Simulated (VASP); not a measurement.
Set up this calculation in VASP 6.6.1, as the native input.

- Task: single point
- Functional: LDA
- Potentials or basis: VASP PAW LDA potentials, release 64 (Li_sv, H)
- Cutoff: 520 eV
- k mesh: 10 × 10 × 10
- Occupations: gaussian, width 0.05 eV
- Spin: no spin polarisation
- Dipole correction: no
- Further INCAR settings: ALGO = Normal; EDIFF = 1e-06; NBANDS = 9

The structure of LiH lies in POSCAR:

```
LiH
1.0
    0.0000000000      2.0325000000      2.0325000000
    2.0325000000      0.0000000000      2.0325000000
    2.0325000000      2.0325000000      0.0000000000
Li H
1 1
Direct
    0.0000000000      0.0000000000      0.0000000000
    0.5248551776      0.5248551776      0.5248551776
```

This cell differs from its parent crystal: all H atoms moved +0.175 Å, as atom 2 along Cartesian [1 1 1].

These files were run (other wordings do the same):

INCAR

```
PREC = Accurate
ENCUT = 520
EDIFF = 1E-6
ISMEAR = 0
SIGMA = 0.05
LREAL = False
LASPH = True
NELM = 80
ALGO = Normal
ISIF = 2
LWAVE = False
LCHARG = False
NBANDS = 9
```

KPOINTS

```
regular mesh
0
Gamma
  10 10 10
```

Potentials or basis: VASP PAW LDA potentials, release 64 (Li_sv, H).

Run with:

```bash
$ cat potpaw_LDA.64/Li_sv/POTCAR potpaw_LDA.64/H/POTCAR > POTCAR
$ mpirun -np 1 vasp_std > vasp.out
```

It gave:

| Property | Result |
| --- | --- |
| Largest force | 0.160 eV/Å |
| Band gap on the k mesh | 2.83 eV |

Caveat: the cell differs from its parent crystal (all H atoms moved +0.175 Å, as atom 2 along Cartesian [1 1 1]).

Wall time 7.6 s on 1 thread of Intel(R) Xeon(R) Platinum 8259CL CPU @ 2.50GHz (Skylake/Cascade Lake) (shared host), peak memory 0.13 GiB.
